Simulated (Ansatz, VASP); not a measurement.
## Si: VASP beside Ansatz

Contents of POSCAR:

```
Si
1.0
    3.8321295316      0.0000000000      0.0000000000
   -1.9160647658      3.3187215249      0.0000000000
    0.0000000000      0.0000000000      6.3412168979
Si
4
Direct
    0.3333333333      0.6666666667      0.0005609416
    0.6666666667      0.3333333333      0.5005609416
    0.3333333333      0.6666666667      0.3744390584
    0.6666666667      0.3333333333      0.8744390584
```

Contents of INCAR.step1:

```
SYSTEM = Si
ALGO = Normal ; EDIFF = 1E-4
ENCUT = 520 ; GGA = PE
ISMEAR = 0 ; LASPH = .True.
LCHARG = .False. ; LREAL = .False.
LWAVE = .True. ; NBANDS = 16
NELM = 60 ; PREC = Accurate
SIGMA = 0.01
```

INCAR.step2

```
SYSTEM = Si
ALGO = Normal ; EDIFF = 1E-6
ENCUT = 520 ; ISIF = 2
ISMEAR = 0 ; ISTART = 1
LASPH = .True. ; LCHARG = .True.
LELF = .True. ; LMIXTAU = .True.
LREAL = .False. ; LVHAR = .True.
LWAVE = .False. ; METAGGA = R2SCAN
NBANDS = 16 ; NELM = 60
PREC = Accurate ; SIGMA = 0.01
```

File KPOINTS:

```
k-points
0
Gamma
  6 6 4
  0 0 0
```

Input for Ansatz:

```yaml
crystal:
  lattice:
    - [3.8321295316, 0.0, 0.0]
    - [-1.9160647658, 3.3187215249, 0.0]
    - [0.0, 0.0, 6.3412168979]
  atoms:
    - { symbol: Si, position: [0.3333333333, 0.6666666667, 0.0005609416] }
    - { symbol: Si, position: [0.6666666667, 0.3333333333, 0.5005609416] }
    - { symbol: Si, position: [0.3333333333, 0.6666666667, 0.3744390584] }
    - { symbol: Si, position: [0.6666666667, 0.3333333333, 0.8744390584] }
kpoints:
  mp_grid: { grid: [6, 6, 4] }
hamiltonian:
  xc: r2scan
scf:
  occupations: { method: fixed }
  n_extra_bands: 5
output:
  forces: true
  stress: true
  eigenvalues: true
```

Alike in both runs: task single point; functional r2SCAN; k mesh 6 × 6 × 4; no spin polarisation.

|  | VASP | Ansatz |
| --- | --- | --- |
| version | VASP 6.6.1 | Ansatz 0.2.0 |
| potentials or method | VASP PAW PBE potentials, release 64 (Si) | plane waves, PAW |
| plane-wave cutoff (eV) | 520 | 500 |
| occupations | gaussian, width 0.01 eV | fixed |
| valence electrons in the cell | 16 | 16 |

Ansatz gave:

- gap on the k mesh at the Fermi level (eV): 0.61
- pressure (GPa): 0.1
- traceless stress, the component that is largest in VASP (GPa): -0.15
- rms of the force components (eV/Å): 0.005

**Question.** Estimate VASP's values.

**Answer.** gap on the k mesh at the Fermi level (eV): 0.62; pressure (GPa): -0.2; traceless stress, the component that is largest in VASP (GPa): -0.16; rms of the force components (eV/Å): 0.005.

VASP's potentials were made for PBE, not for r2SCAN. Atom by atom the forces differ by 0.001 eV/Å (rms over components).
